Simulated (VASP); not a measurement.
# Si in VASP: single point with PBE

Aim: the single point of Si with PBE.

Program: VASP 6.6.1. These are calculated values, not measurements. Logs are shortened: lines on timing, memory, paths and dates and some standing lists are left out, and cuts for length are marked.

### 1 The cell of the first run

The cell holds a slab with vacuum, 6 atoms: a = 3.838 Å, b = 3.838 Å, c = 19.050 Å, α = 90.00°, β = 90.00°, γ = 60.00°.

### 2 Single point, PBE

INCAR reads:

```
SYSTEM = Si
PREC     = Accurate       ! precision mode
ENCUT    = 400            ! plane-wave cutoff, eV
EDIFF    = 1E-6           ! SCF threshold, eV
ISMEAR   = 1              ! smearing method
SIGMA    = 0.1            ! smearing width, eV
LREAL    = .False.        ! projectors in reciprocal space
LASPH    = .True.         ! aspherical terms in the spheres
NELM     = 120            ! most SCF steps
ALGO     = Normal         ! electronic algorithm
ISIF     = 2              ! what is computed and relaxed
LWAVE    = .False.        ! write WAVECAR
LCHARG   = .False.        ! write CHGCAR
LDIPOL   = .True.       
IDIPOL   = 3            
DIPOL    = 0.5 0.5 0.500
GGA      = PE             ! functional
NBANDS   = 21             ! bands
GGA_COMPAT= .False.      
NELMDL   = -8
```

KPOINTS reads:

```
Automatic mesh
0
Gamma
  4 4 1
  0 0 0
```

POSCAR reads:

```
Si
1.0
    3.8375533543      0.0000000000      0.0000000000
    1.9187766772      3.3234186932      0.0000000000
    0.0000000000      0.0000000000     19.0500356841
Si
6
Direct
    1.0000000000      0.0000000000      0.3560800311
    0.6666666667      0.6666666667      0.3149600399
    0.3333333333      0.3333333333      0.5205599956
    1.0000000000      0.0000000000      0.4794400044
    0.6666666667      0.6666666667      0.6850399601
    0.3333333333      0.3333333333      0.6439199689
```

Potentials or basis: VASP PAW PBE potentials, release 64 (Si).

Run with:

```bash
cat potpaw_PBE.64/Si/POTCAR > POTCAR
mpirun -np 1 vasp_std > vasp.out
```

OUTCAR:

```text
SYSTEM = Si
   PREC = Accurate
   ENCUT = 400
   EDIFF = 1E-6
   ISMEAR = 1
   LREAL = .False.
   LASPH = .True.
   NELM = 120
   ISIF = 2
   GGA = PE
   NELMDL = -8

 ion  position               nearest neighbor table
   1  0.000  0.000  0.356-   4 2.35   2 2.35   2 2.35   2 2.35
   2  0.667  0.667  0.315-   1 2.35   1 2.35   1 2.35
   3  0.333  0.333  0.521-   6 2.35   4 2.35   4 2.35   4 2.35
   4  0.000  0.000  0.479-   1 2.35   3 2.35   3 2.35   3 2.35
   5  0.667  0.667  0.685-   6 2.35   6 2.35   6 2.35
   6  0.333  0.333  0.644-   3 2.35   5 2.35   5 2.35   5 2.35

  LATTYP: Found a hexagonal cell.
 ALAT       =     3.8375533543
 C/A-ratio  =     4.9641096619

  Lattice vectors:

 A1 = (  -1.9187766772,  -3.3234186932,   0.0000000000)
 A2 = (   3.8375533543,   0.0000000000,   0.0000000000)
 A3 = (   0.0000000000,   0.0000000000,  19.0500356841)

Analysis of symmetry for initial positions (statically):
=====================================================================
 Subroutine PRICEL returns:
 Original cell was already a primitive cell.

 Routine SETGRP: Setting up the symmetry group for a
 hexagonal supercell.

 Subroutine GETGRP returns: Found 12 space group operations
 (whereof  6 operations were pure point group operations)
 out of a pool of 24 trial point group operations.

The static configuration has the point symmetry C_3v.
 The point group associated with its full space group is D_3d.

Analysis of symmetry for dynamics (positions and initial velocities):
=====================================================================
 Subroutine PRICEL returns:
 Original cell was already a primitive cell.

 Routine SETGRP: Setting up the symmetry group for a
 hexagonal supercell.

 Subroutine GETGRP returns: Found 12 space group operations
 (whereof  6 operations were pure point group operations)
 out of a pool of 24 trial point group operations.

The dynamic configuration has the point symmetry C_3v.
 The point group associated with its full space group is D_3d.

 Subroutine INISYM returns: Found 12 space group operations
 (whereof  6 operations are pure point group operations),
 and found     1 'primitive' translations

----------------------------------------------------------------------------------------

                                     Primitive cell

  volume of cell :     242.9603

  direct lattice vectors                    reciprocal lattice vectors
     3.837553354  0.000000000  0.000000000     0.260582696 -0.150447490  0.000000000
     1.918776677  3.323418693  0.000000000     0.000000000  0.300894980  0.000000000
     0.000000000  0.000000000 19.050035684     0.000000000  0.000000000  0.052493340

  length of vectors
     3.837553354  3.837553354 19.050035684     0.300894980  0.300894980  0.052493340

  position of ions in fractional coordinates (direct lattice)
     0.000000000  0.000000000  0.356080031
     0.666666667  0.666666667  0.314960040
     0.333333333  0.333333333  0.520559996
     0.000000000  0.000000000  0.479440004
     0.666666667  0.666666667  0.685039960
     0.333333333  0.333333333  0.643919969

  ion indices of the primitive-cell ions
   primitive index   ion index
                 1           1
                 2           2
                 3           3
                 4           4
                 5           5
                 6           6

----------------------------------------------------------------------------------------

 KPOINTS: Automatic mesh

Automatic generation of k-mesh.
 Grid dimensions read from file:
 generate k-points for:    4    4    1

 Generating k-lattice:

  Cartesian coordinates                     Fractional coordinates (reciprocal lattice)
     0.065145674 -0.037611872  0.000000000     0.250000000  0.000000000  0.000000000
     0.000000000  0.075223745  0.000000000     0.000000000  0.250000000  0.000000000
     0.000000000  0.000000000  0.052493340     0.000000000  0.000000000  1.000000000

  Length of vectors
     0.075223745  0.075223745  0.052493340

  Shift w.r.t. Gamma in fractional coordinates (k-lattice)
     0.000000000  0.000000000  0.000000000

 Subroutine IBZKPT returns following result:
 ===========================================

 Found      4 irreducible k-points:

 Following reciprocal coordinates:
            Coordinates               Weight
  0.000000  0.000000  0.000000      1.000000
  0.250000  0.000000  0.000000      6.000000
  0.500000  0.000000  0.000000      3.000000
  0.500000  0.250000  0.000000      6.000000
   k-points           NKPTS =      4   k-points in BZ     NKDIM =      4   number of bands    NBANDS=     21
   number of dos      NEDOS =    301   number of ions     NIONS =      6
   total plane-waves  NPLWV =  98784
   dimension x,y,z NGX =    28 NGY =   28 NGZ =  126
   dimension x,y,z NGXF=    56 NGYF=   56 NGZF=  252
   ions per type =               6
   NGX,Y,Z   is equivalent  to a cutoff of  12.13, 12.13, 11.00 a.u.
   NGXF,Y,Z  is equivalent  to a cutoff of  24.26, 24.26, 21.99 a.u.
 SYSTEM =  Si
   PREC   = accura    normal or accurate (medium, high low for compatibility)
   ISTART =      0    job   : 0-new  1-cont  2-samecut
   ICHARG =      2    charge: 1-file 2-atom 10-const
   ISPIN  =      1    spin polarized calculation?
   LNONCOLLINEAR =      F non collinear calculations
   LSORBIT =      F    spin-orbit coupling
   LASPH  =      T    aspherical Exc in radial PAW
   ENCUT  =  400.0 eV  29.40 Ry    5.42 a.u.   6.26  6.26 31.07*2*pi/ulx,y,z
   NELM   =    120;   NELMIN=  2; NELMDL= -8     # of ELM steps
   EDIFF  = 0.1E-05   stopping-criterion for ELM
   LREAL  =      F    real-space projection
   EDIFFG = 0.1E-04   stopping-criterion for IOM
   NSW    =      0    number of steps for IOM
   IBRION =     -1    ionic relax: 0-MD 1-quasi-New 2-CG
   NFREE  =      0    steps in history (QN), initial steepest desc. (CG)
   ISIF   =      2    stress and relaxation
   ISYM   =      2    0-nonsym 1-usesym 2-fastsym
   POTIM  = 0.5000    time-step for ionic-motion
   TEBEG  =    0.0;   TEEND  =   0.0 temperature during run
   PSTRESS=    0.0 pullay stress
   NELECT =      24.0000    total number of electrons
   NUPDOWN=      -1.0000    fix difference up-down
   EMIN   =  10.00;   EMAX   =-10.00  energy-range for DOS
   EFERMI =   0.00;   METHOD = LEGACY
   ISMEAR =     1;   SIGMA  =   0.10  broadening in eV -4-tet -1-fermi 0-gaus
   EFERMI_NEDOS =   21; number of points for ismear=-14 and -15
   IALGO  =     38    algorithm
   IMIX   =      4    mixing-type and parameters
     AMIX     =   0.40;   BMIX     =  1.00
     AMIX_MAG =   1.60;   BMIX_MAG =  1.00
  volume/ion in A,a.u.               =      40.49       273.26
  Fermi-wavevector in a.u.,A,eV,Ry     =   0.756775  1.430098  7.792172  0.572709
  Thomas-Fermi vector in A             =   1.854972
   LORBIT       =      0    0 simple, 1 ext, 2 COOP (PROOUT), +10 PAW based schemes
   GGA     = PE    functional components
   LHFCALC =     F    Hartree Fock is set to
   AEXX    =    0.0000 exact exchange contribution
   IVDW    =     0    specifies the selected vdW correction
   LEPSILON=     F    determine dielectric tensor
   LRPA    =     F    only Hartree local field effects (RPA)
 non-spin polarized calculation
 Methfessel and Paxton  Order N= 1 SIGMA  =   0.10
  energy-cutoff  :      400.00
  volume of cell :      242.96
 maximum number of plane-waves:      4424
 NGX is ok and might be reduce to    28
   NGX = 13   NGY = 13   NGZ = 63

 dipolmoment           0.000000      0.000000      0.000000 electrons x Angstroem

 number of electron      24.0000000 magnetization

 dipolmoment           0.000000      0.000000     -0.000000 electrons x Angstroem

 Free energy of the ion-electron system (eV)
  ---------------------------------------------------
  ext. energy  EPLUGINS =         0.00000000
  ---------------------------------------------------
  free energy    TOTEN  =       -29.67623637 eV

  energy without entropy =      -29.67853368  energy(sigma->0) =      -29.67700214

 E-fermi :   0.3738     XC(G=0):  -5.4384

 val. band max:        0.3430559024   @ k =   0.0000   0.0000   0.0000
 cond. band min:       0.4370793163   @ k =   0.5000   0.2500   0.0000
 fundamental gap:      0.0940234138
 Fermi energy:         0.3738069863

 k-point     1 :       0.0000    0.0000    0.0000
  band No.  band energies     occupation
      1     -11.2559      2.00000
      2     -10.3840      2.00000
      3      -9.5000      2.00000
      4      -5.5134      2.00000
      5      -3.2090      2.00000
      6      -0.5981      2.00000
[... 13 lines left out ...]
     20       3.9517      0.00000
     21       4.0664      0.00000

 k-point     2 :       0.2500    0.0000    0.0000
  band No.  band energies     occupation
      1     -10.5439      2.00000
      2      -9.6777      2.00000
      3      -8.7826      2.00000
      4      -5.4673      2.00000
      5      -3.9512      2.00000
      6      -3.1547      2.00000
[... 13 lines left out ...]
     20       5.6036      0.00000
     21       5.8724      0.00000

 k-point     3 :       0.5000    0.0000    0.0000
  band No.  band energies     occupation
      1      -9.0439      2.00000
      2      -8.4515      2.00000
      3      -7.5727      2.00000
      4      -6.5711      2.00000
      5      -6.2628      2.00000
      6      -5.9633      2.00000
[... 13 lines left out ...]
     20       5.6177      0.00000
     21       6.0896      0.00000

 k-point     4 :       0.5000    0.2500    0.0000
  band No.  band energies     occupation
      1      -9.2464      2.00000
      2      -8.4615      2.00000
      3      -7.4954      2.00000
      4      -6.5730      2.00000
      5      -5.7068      2.00000
      6      -5.1723      2.00000
[... 13 lines left out ...]
     20       5.5804      0.00000
     21       5.7989      0.00000

------------------------ aborting loop because EDIFF is reached ----------------------------------------

 vacuum level on the upper side and lower side of the slab       (xc-potential included)        -0.191        -0.190

  FORCE on cell =-STRESS in cart. coord.  units (eV):
  Direction    XX          YY          ZZ          XY          YZ          ZX
  --------------------------------------------------------------------------------------
  -------------------------------------------------------------------------------------
  Total        1.4452768      1.4452768      1.2590288      0.0000000     -0.0000000      0.0000000
  in kB        9.5307337      9.5307337      8.3025400      0.0000000     -0.0000000      0.0000000
  external PRESSURE =       9.1213358 kB  Pullay stress =       0.0000000 kB

 VOLUME and BASIS-vectors are now :
 -----------------------------------------------------------------------------
  energy-cutoff  :      400.00
  volume of cell :      242.96
      direct lattice vectors                 reciprocal lattice vectors
     3.837553354  0.000000000  0.000000000     0.260582696 -0.150447490  0.000000000
     1.918776677  3.323418693  0.000000000     0.000000000  0.300894980  0.000000000
     0.000000000  0.000000000 19.050035684     0.000000000  0.000000000  0.052493340

 POSITION                                       TOTAL-FORCE (eV/Angst)
 -----------------------------------------------------------------------------------
      0.00000      0.00000      6.78334        -0.000000     -0.000000     -0.718320
      3.83755      2.21561      6.00000         0.000000      0.000000      0.344750
      1.91878      1.10781      9.91669        -0.000000      0.000000     -0.295755
      0.00000      0.00000      9.13335         0.000000     -0.000000      0.295755
      3.83755      2.21561     13.05004        -0.000000     -0.000000     -0.344750
      1.91878      1.10781     12.26670         0.000000      0.000000      0.718320
 -----------------------------------------------------------------------------------
    total drift:                                0.000000      0.000000     -0.000007

  FREE ENERGIE OF THE ION-ELECTRON SYSTEM (eV)
  ---------------------------------------------------
  free  energy   TOTEN  =       -29.6762363687 eV

  energy  without entropy=      -29.6785336824  energy(sigma->0) =      -29.67700214

 vacuum level on the upper side and lower side of the slab         5.082         5.084
```

It took 27 s on 1 thread of Intel Xeon Platinum 8488C (Sapphire Rapids), shared host; peak memory 0.28 GiB.

What came out:

* Free energy: -29.6762 eV
* Largest force: 0.718 eV/Å
* Band gap on the k mesh: 0.09 eV (least direct gap 0.16 eV)

Forces in eV/Å, atoms in the order of the input:
```
Si   0.000  0.000 -0.718
Si   0.000  0.000  0.345
Si   0.000  0.000 -0.296
Si   0.000  0.000  0.296
Si   0.000  0.000 -0.345
Si   0.000  0.000  0.718
```

Caveat: the k points lie up to 0.47 Å⁻¹ apart.
